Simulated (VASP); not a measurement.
NaH:

```
CELL_PARAMETERS angstrom
0.00000 2.39751 2.39751
2.39751 0.00000 2.39751
2.39751 2.39751 0.00000
ATOMIC_POSITIONS crystal
Na 0.00000 0.00000 0.00000
H 0.50000 0.50000 0.50000
```

Program: VASP 6.6.1. Alike in all runs: task single point; no spin polarisation; cell as given; cutoff (eV) 520; smearing gaussian 0.01 eV.

Task: Order these runs on this cell by their band gap on the k mesh, lowest first.
A. level r2SCAN; potentials or basis VASP PAW PBE potentials, release 64 (Na_pv, H); k mesh 10 × 10 × 10
B. level LDA; potentials or basis VASP PAW LDA potentials, release 64 (Na_pv, H); k mesh 10 × 10 × 10
C. level PBE; potentials or basis VASP PAW PBE potentials, release 64 (Na_pv, H); k mesh 6 × 6 × 6

Result: B (3.46 eV), C (3.85 eV), A (4.43 eV).

A k mesh can miss the band edges.
